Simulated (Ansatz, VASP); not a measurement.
## LaH3: VASP beside Ansatz

The input INCAR:

```
SYSTEM = LaH3
AGGAC = 1.0
AGGAX = 1.0
ALDAC = 0.0
ALDAX = 1.0
ALGO = Normal
EDIFF = 1E-7
EDIFFG = -0.005
ENCUT = 500
GGA = B5
GGA_COMPAT = .FALSE.
IBRION = 2
ISIF = 3
ISMEAR = -1
IVDW = 12
LASPH = .TRUE.
LCHARG = .FALSE.
LMAXMIX = 6
LREAL = .FALSE.
LWAVE = .FALSE.
NELM = 200
NELMIN = 4
NSW = 80
PREC = Accurate
SIGMA = 0.05
VDW_A1 = 0.4298
VDW_A2 = 4.2359
VDW_S6 = 1.0
VDW_S8 = 2.6996
```

The input KPOINTS:

```
k-points
0
G
  7 7 7
  0 0 0
```

Contents of POSCAR:

```
LaH3
1.0
    0.0000000000      2.7864795000      2.7864795000
    2.7864795000      0.0000000000      2.7864795000
    2.7864795000      2.7864795000      0.0000000000
La H
1 3
Direct
    0.0000000000      0.0000000000      0.0000000000
    0.5000000000      0.5000000000      0.5000000000
    0.7500000000      0.7500000000      0.7500000000
    0.2500000000      0.2500000000      0.2500000000
```

Input for Ansatz:

```yaml
crystal:
  lattice:
    bravais: fcc
    a: 5.572959
  space_group: 225
  atoms:
    - { symbol: La, position: [0.0, 0.0, 0.0] }
    - { symbol: H, position: [0.5, 0.0, 0.0] }
    - { symbol: H, position: [0.25, 0.25, 0.75] }
  reduce_to_primitive: true
kpoints:
  mp_grid:
    grid: [7, 7, 7]
hamiltonian:
  xc: blyp
  dispersion: d3bj
scf:
  occupations:
    method: fermi_dirac
    width: 0.05
relax:
  f_tol: 0.005
  cell: {}
```

Alike in both runs: task relaxation of cell and atoms; functional BLYP; dispersion D3(BJ); k mesh 7 × 7 × 7; occupations fermi-dirac, width 0.05 eV; no spin polarisation.

|  | VASP | Ansatz |
| --- | --- | --- |
| version | VASP 6.6.1 | Ansatz 0.2.0 |
| potentials or method | VASP PAW PBE potentials, release 64 (La, H) | plane waves, PAW |
| plane-wave cutoff (eV) | 500 | 420 |
| valence electrons in the cell | 14 | 14 |

Ansatz gave:

```
relaxed volume (Å³/atom)                                     : 10.46
relaxed cell length with the largest relative difference (Å) : 3.896
```

Problem. What did VASP give for the same quantities?

Solution. Relaxed volume (Å³/atom): 10.41; relaxed cell length with the largest relative difference (Å): 3.891.

VASP's potentials were made for PBE, not for BLYP.

Spin-orbit coupling is off throughout.
